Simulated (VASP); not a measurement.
# SnHg2H4N2 (C2/m) in VASP: single point with r2SCAN

Aim: the single point of SnHg2H4N2 with r2SCAN.

All numbers are computed with VASP 6.6.1; they aren't measurements. Logs are shortened: lines on timing, memory, paths and dates and some standing lists are left out, and cuts for length are marked.

## (1) The cell of the first run

The structure is monoclinic, space group C2/m (No. 12). The conventional cell has a = 11.864 Å, b = 3.604 Å, c = 5.593 Å, α = 90.00°, β = 105.71°, γ = 90.00°. Sn (site symmetry 2/m) has 2 Hg at 2.22 Å and 4 N at 2.37 Å within 2.9 Å. Within 2.8 Å of Hg (site symmetry m) lie 3 H at 2.11 to 2.52 Å and 1 Sn at 2.22 Å. Within 1.5 Å of N (site symmetry m) lie 2 H at 1.13 Å. Within 1.5 Å of H (site symmetry m) lie 1 N at 1.13 Å. H (site symmetry m) has 1 N at 1.13 Å within 1.5 Å.

## (2) Single point, r2SCAN

The input, POSCAR:

```
SnHg2H4N2
1.0
    0.0000000000      3.6043970000      0.0000000000
    5.9318790000     -1.8021980000      0.0000000000
    1.5146160000      0.0000000000     -5.3837500000
Sn Hg N H
1 2 2 4
Direct
    0.0000000000      0.0000000000      0.0000000000
    0.8812000000      0.7624000000      0.7537000000
    0.1188000000      0.2376000000      0.2463000000
    0.6067000000      0.2134000000      0.7706000000
    0.3933000000      0.7866000000      0.2294000000
    0.6100000000      0.2200000000      0.5660000000
    0.3900000000      0.7800000000      0.4340000000
    0.7010000000      0.4020000000      0.7762000000
    0.2990000000      0.5980000000      0.2238000000
```

The input, INCAR.step1:

```
ALGO = Normal
EDIFF = 1E-4
ENCUT = 520
GGA = PE
ISMEAR = -1
LASPH = True
LCHARG = False
LREAL = False
LWAVE = True
NBANDS = 36
NELECT = 53.0
NELM = 60
PREC = Accurate
SIGMA = 0.1
```

The input, INCAR.step2:

```
ALGO = Normal
EDIFF = 1E-6
ENCUT = 520
ISIF = 2
ISMEAR = -1
ISTART = 1
LASPH = True
LCHARG = False
LMIXTAU = True
LREAL = False
LWAVE = False
METAGGA = R2SCAN
NBANDS = 36
NELECT = 53.0
NELM = 60
PREC = Accurate
SIGMA = 0.1
```

The input, KPOINTS:

```
k-points
0
Gamma
  6 6 4
```

Potentials or basis: VASP PAW PBE potentials, release 64 (Sn_d, Hg, N, H).

On the command line:

```console
$ cat potpaw_PBE.64/Sn_d/POTCAR potpaw_PBE.64/Hg/POTCAR potpaw_PBE.64/N/POTCAR potpaw_PBE.64/H/POTCAR > POTCAR
$ cp INCAR.step1 INCAR
$ mpirun -np 1 vasp_std > vasp.out
$ cp INCAR.step2 INCAR
$ mpirun -np 1 vasp_std > vasp.out
```

OUTCAR:

```text
EDIFF = 1E-6
   ENCUT = 520
   ISIF = 2
   ISMEAR = -1
   ISTART = 1
   LASPH = True
   LREAL = False
   METAGGA = R2SCAN
   NELECT = 53.0
   NELM = 60
   PREC = Accurate

 ion  position               nearest neighbor table
   1  0.000  0.000  0.000-   2 2.22   3 2.22   4 2.37   5 2.37   4 2.37   5 2.37
   2  0.881  0.762  0.754-   8 2.11   1 2.22   3 3.42
   3  0.119  0.238  0.246-   9 2.11   1 2.22   2 3.42
   4  0.607  0.213  0.771-   8 1.13   6 1.13   1 2.37   1 2.37
   5  0.393  0.787  0.229-   9 1.13   7 1.13   1 2.37   1 2.37
   6  0.610  0.220  0.566-   4 1.13
   7  0.390  0.780  0.434-   5 1.13
   8  0.701  0.402  0.776-   4 1.13   2 2.11
   9  0.299  0.598  0.224-   5 1.13   3 2.11

  LATTYP: Found a base centered monoclinic cell.
 ALAT       =    11.8637580000
 B/A-ratio  =     0.3038157892
 C/A-ratio  =     0.4714145044
 COS(beta)  =    -0.2708178715

  Lattice vectors:

 A1 = (  -5.9318790000,  -1.8021990000,   0.0000000000)
 A2 = (  -5.9318790000,   1.8021980000,   0.0000000000)
 A3 = (   1.5146160000,   0.0000000000,  -5.3837500000)

Analysis of symmetry for initial positions (statically):
=====================================================================
 Subroutine PRICEL returns:
 Original cell was already a primitive cell.

 Routine SETGRP: Setting up the symmetry group for a
 base centered monoclinic supercell.

 Subroutine GETGRP returns: Found  4 space group operations
 (whereof  4 operations were pure point group operations)
 out of a pool of  4 trial point group operations.

The static configuration has the point symmetry C_2h.

Analysis of symmetry for dynamics (positions and initial velocities):
=====================================================================
 Subroutine PRICEL returns:
 Original cell was already a primitive cell.

 Routine SETGRP: Setting up the symmetry group for a
 base centered monoclinic supercell.

 Subroutine GETGRP returns: Found  4 space group operations
 (whereof  4 operations were pure point group operations)
 out of a pool of  4 trial point group operations.

The dynamic configuration has the point symmetry C_2h.

 Subroutine INISYM returns: Found  4 space group operations
 (whereof  4 operations are pure point group operations),
 and found     1 'primitive' translations

----------------------------------------------------------------------------------------

                                     Primitive cell

  volume of cell :     115.1091

  direct lattice vectors                    reciprocal lattice vectors
     0.000000000  3.604397000  0.000000000     0.084290300  0.277438917  0.023713478
     5.931879000 -1.802198000  0.000000000     0.168580647  0.000000000  0.047426969
     1.514616000  0.000000000 -5.383750000     0.000000000  0.000000000 -0.185744137

  length of vectors
     3.604397000  6.199605318  5.592747598     0.290928748  0.175124961  0.185744137

  position of ions in fractional coordinates (direct lattice)
     0.000000000  0.000000000  0.000000000
     0.881200000  0.762400000  0.753700000
     0.118800000  0.237600000  0.246300000
     0.606700000  0.213400000  0.770600000
     0.393300000  0.786600000  0.229400000
     0.610000000  0.220000000  0.566000000
     0.390000000  0.780000000  0.434000000
     0.701000000  0.402000000  0.776200000
     0.299000000  0.598000000  0.223800000

  ion indices of the primitive-cell ions
   primitive index   ion index
                 1           1
                 2           2
                 3           3
                 4           4
                 5           5
                 6           6
                 7           7
                 8           8
                 9           9

----------------------------------------------------------------------------------------

 KPOINTS: k-points

Automatic generation of k-mesh.
 Grid dimensions read from file:
 generate k-points for:    6    6    4

 Generating k-lattice:

  Cartesian coordinates                     Fractional coordinates (reciprocal lattice)
     0.014048383  0.046239819  0.003952246     0.166666667 -0.000000000  0.000000000
     0.028096775  0.000000000  0.007904495     0.000000000  0.166666667  0.000000000
     0.000000000  0.000000000 -0.046436034     0.000000000  0.000000000  0.250000000

  Length of vectors
     0.048488125  0.029187493  0.046436034

  Shift w.r.t. Gamma in fractional coordinates (k-lattice)
     0.000000000  0.000000000  0.000000000

 Subroutine IBZKPT returns following result:
 ===========================================

 Found     47 irreducible k-points:

 Following reciprocal coordinates:
            Coordinates               Weight
  0.000000  0.000000  0.000000      1.000000
  0.166667  0.000000  0.000000      4.000000
  0.333333  0.000000  0.000000      4.000000
  0.500000  0.000000  0.000000      2.000000
  0.000000  0.166667  0.000000      2.000000
  0.166667  0.166667  0.000000      4.000000
[... 16 lines left out ...]
  0.500000  0.166667  0.250000      4.000000
 -0.333333  0.166667  0.250000      4.000000
 [... further k-points ...]
   k-points           NKPTS =     47   k-points in BZ     NKDIM =     47   number of bands    NBANDS=     36
   number of dos      NEDOS =    301   number of ions     NIONS =      9
   total plane-waves  NPLWV =  56448
   dimension x,y,z NGX =    28 NGY =   48 NGZ =   42
   dimension x,y,z NGXF=    56 NGYF=   96 NGZF=   84
   ions per type =               1   2   2   4
   NGX,Y,Z   is equivalent  to a cutoff of  12.91, 12.87, 12.48 a.u.
   NGXF,Y,Z  is equivalent  to a cutoff of  25.83, 25.74, 24.97 a.u.
 SYSTEM =  unknown system
   PREC   = accura    normal or accurate (medium, high low for compatibility)
   ISTART =      1    job   : 0-new  1-cont  2-samecut
   ICHARG =      0    charge: 1-file 2-atom 10-const
   ISPIN  =      1    spin polarized calculation?
   LNONCOLLINEAR =      F non collinear calculations
   LSORBIT =      F    spin-orbit coupling
   LASPH  =      T    aspherical Exc in radial PAW
   ENCUT  =  520.0 eV  38.22 Ry    6.18 a.u.   6.70 11.53 10.40*2*pi/ulx,y,z
   NELM   =     60;   NELMIN=  2; NELMDL=  0     # of ELM steps
   EDIFF  = 0.1E-05   stopping-criterion for ELM
   LREAL  =      F    real-space projection
   EDIFFG = 0.1E-04   stopping-criterion for IOM
   NSW    =      0    number of steps for IOM
   IBRION =     -1    ionic relax: 0-MD 1-quasi-New 2-CG
   NFREE  =      0    steps in history (QN), initial steepest desc. (CG)
   ISIF   =      2    stress and relaxation
   ISYM   =      2    0-nonsym 1-usesym 2-fastsym
   POTIM  = 0.5000    time-step for ionic-motion
   TEBEG  =    0.0;   TEEND  =   0.0 temperature during run
   PSTRESS=    0.0 pullay stress
   NELECT =      53.0000    total number of electrons
   NUPDOWN=      -1.0000    fix difference up-down
   EMIN   =  10.00;   EMAX   =-10.00  energy-range for DOS
   EFERMI =   0.00;   METHOD = LEGACY
   ISMEAR =    -1;   SIGMA  =   0.10  broadening in eV -4-tet -1-fermi 0-gaus
   EFERMI_NEDOS =   21; number of points for ismear=-14 and -15
   IALGO  =     38    algorithm
   IMIX   =      4    mixing-type and parameters
     AMIX     =   0.40;   BMIX     =  1.00
     AMIX_MAG =   1.60;   BMIX_MAG =  1.00
  volume/ion in A,a.u.               =      12.79        86.31
  Fermi-wavevector in a.u.,A,eV,Ry     =   1.264145  2.388887 21.742958  1.598062
  Thomas-Fermi vector in A             =   2.397465
   LORBIT       =      0    0 simple, 1 ext, 2 COOP (PROOUT), +10 PAW based schemes
   METAGGA = R2SCAN    functional components
   LHFCALC =     F    Hartree Fock is set to
   AEXX    =    0.0000 exact exchange contribution
   IVDW    =     0    specifies the selected vdW correction
   LEPSILON=     F    determine dielectric tensor
   LRPA    =     F    only Hartree local field effects (RPA)
 non-spin polarized calculation
  energy-cutoff  :      520.00
  volume of cell :      115.11
 maximum number of plane-waves:      3119
   NGX = 13   NGY = 23   NGZ = 21

 number of electron      53.0000003 magnetization

 Free energy of the ion-electron system (eV)
  ---------------------------------------------------
  ext. energy  EPLUGINS =         0.00000000
  ---------------------------------------------------
  free energy    TOTEN  =      -145.69894175 eV

  energy without entropy =     -145.58631448  energy(sigma->0) =     -145.64262811

 E-fermi :   4.4297     XC(G=0): -10.7048

 val. band max:        4.4173624981   @ k =   0.3333   0.1667   0.5000
 cond. band min:       4.4365990570   @ k =   0.3333   0.3333   0.0000
 fundamental gap:      0.0192365590
 Fermi energy:         4.4297271874

 k-point     1 :       0.0000    0.0000    0.0000
  band No.  band energies     occupation
      1     -19.6304      2.00000
      2     -19.1305      2.00000
      3     -19.1131      2.00000
      4     -18.8705      2.00000
      5     -18.8512      2.00000
      6     -13.8400      2.00000
[... 28 lines left out ...]
     35      12.2791      0.00000
     36      12.4364      0.00000

 k-point     2 :       0.1667    0.0000    0.0000
  band No.  band energies     occupation
      1     -19.6212      2.00000
      2     -19.1292      2.00000
      3     -19.1212      2.00000
      4     -18.8831      2.00000
      5     -18.8538      2.00000
      6     -13.7320      2.00000
[... 28 lines left out ...]
     35      12.4549      0.00000
     36      12.5145      0.00000

 k-point     3 :       0.3333    0.0000    0.0000
  band No.  band energies     occupation
      1     -19.6039      2.00000
      2     -19.1373      2.00000
      3     -19.1266      2.00000
      4     -18.9449      2.00000
      5     -18.8194      2.00000
      6     -13.4940      2.00000
[... 28 lines left out ...]
     35      11.7578      0.00000
     36      12.2246      0.00000

 k-point     4 :       0.5000    0.0000    0.0000
  band No.  band energies     occupation
      1     -19.5956      2.00000
      2     -19.1454      2.00000
      3     -19.1253      2.00000
      4     -18.9749      2.00000
      5     -18.8019      2.00000
      6     -13.3613      2.00000
[... 28 lines left out ...]
     35      11.5515      0.00000
     36      11.5727      0.00000

 k-point     5 :       0.0000    0.1667    0.0000
  band No.  band energies     occupation
      1     -19.6309      2.00000
      2     -19.1306      2.00000
      3     -19.1131      2.00000
      4     -18.8706      2.00000
      5     -18.8512      2.00000
      6     -13.8092      2.00000
[... 655 lines left out ...]
 k-point    22 :       0.3333    0.1667    0.2500
  band No.  band energies     occupation
      1     -19.6048      2.00000
      2     -19.1373      2.00000
      3     -19.1272      2.00000
      4     -18.9451      2.00000
      5     -18.8193      2.00000
      6     -13.4606      2.00000
[... 28 lines left out ...]
     35      11.4818      0.00000
     36      11.6614      0.00000

 k-point    23 :       0.5000    0.1667    0.2500
  band No.  band energies     occupation
      1     -19.5959      2.00000
      2     -19.1453      2.00000
      3     -19.1257      2.00000
      4     -18.9752      2.00000
      5     -18.8018      2.00000
      6     -13.3532      2.00000
[... 28 lines left out ...]
     35      11.3867      0.00000
     36      11.8858      0.00000

 k-point    24 :      -0.3333    0.1667    0.2500
  band No.  band energies     occupation
      1     -19.6040      2.00000
      2     -19.1373      2.00000
      3     -19.1270      2.00000
      4     -18.9452      2.00000
      5     -18.8193      2.00000
      6     -13.4779      2.00000
[... 28 lines left out ...]
     35      11.2134      0.00000
     36      12.2404      0.00000

 [... further k-points ...]

------------------------ aborting loop because EDIFF is reached ----------------------------------------

  FORCE on cell =-STRESS in cart. coord.  units (eV):
  Direction    XX          YY          ZZ          XY          YZ          ZX
  --------------------------------------------------------------------------------------
  -------------------------------------------------------------------------------------
  Total       36.7793769     10.3588727     20.7755821      0.0000026     -0.0000011    -19.2578988
  in kB      511.9236126    144.1827451    289.1705063      0.0000368     -0.0000157   -268.0462253
  external PRESSURE =     315.0922880 kB  Pullay stress =       0.0000000 kB

 VOLUME and BASIS-vectors are now :
 -----------------------------------------------------------------------------
  energy-cutoff  :      520.00
  volume of cell :      115.11
      direct lattice vectors                 reciprocal lattice vectors
     0.000000000  3.604397000  0.000000000     0.084290300  0.277438917  0.023713478
     5.931879000 -1.802198000  0.000000000     0.168580647  0.000000000  0.047426969
     1.514616000  0.000000000 -5.383750000     0.000000000  0.000000000 -0.185744137

 POSITION                                       TOTAL-FORCE (eV/Angst)
 -----------------------------------------------------------------------------------
      0.00000      0.00000      0.00000        -0.000000      0.000000     -0.000000
      5.66403      1.80220     -4.05773        -7.461352     -0.000000      5.486377
      1.78246      0.00000     -1.32602         7.461352      0.000000     -5.486377
      2.43303      1.80220     -4.14872         1.342376      0.000000      2.310501
      5.01347      0.00000     -1.23503        -1.342376     -0.000000     -2.310501
      2.16229      1.80220     -3.04720         0.855401      0.000000     -2.435818
      5.28421      0.00000     -2.33655        -0.855401     -0.000000      2.435818
      3.56026      1.80220     -4.17887        -2.258145     -0.000000      0.383782
      3.88623      0.00000     -1.20488         2.258145      0.000000     -0.383782
 -----------------------------------------------------------------------------------
    total drift:                                0.000000     -0.000000      0.000000

  FREE ENERGIE OF THE ION-ELECTRON SYSTEM (eV)
  ---------------------------------------------------
  free  energy   TOTEN  =      -145.6989417473 eV

  energy  without entropy=     -145.5863144782  energy(sigma->0) =     -145.64262811
```

Wall time 10 min (1 thread of Oxide Virtual Turin-like, shared host); peak memory 0.34 GiB.

Results:

```
Free energy   : -145.6989 eV
Largest force : 9.261 eV/Å
```

Forces on the atoms (eV/Å):
```
Sn   0.000  0.000  0.000
Hg  -7.461  0.000  5.486
Hg   7.461  0.000 -5.486
N    1.342  0.000  2.311
N   -1.342  0.000 -2.311
H    0.855  0.000 -2.436
H   -0.855  0.000  2.436
H   -2.258  0.000  0.384
H    2.258  0.000 -0.384
```

Caveat: the cell carries a net charge on a neutralising background, which shifts energy and pressure; the cell is charged against a uniform background, so pressure and absolute levels hang on convention; the PAW data sets were made with another functional, which shifts forces and pressure a little; spin-orbit coupling is left out, which moves the levels of the heavy elements.
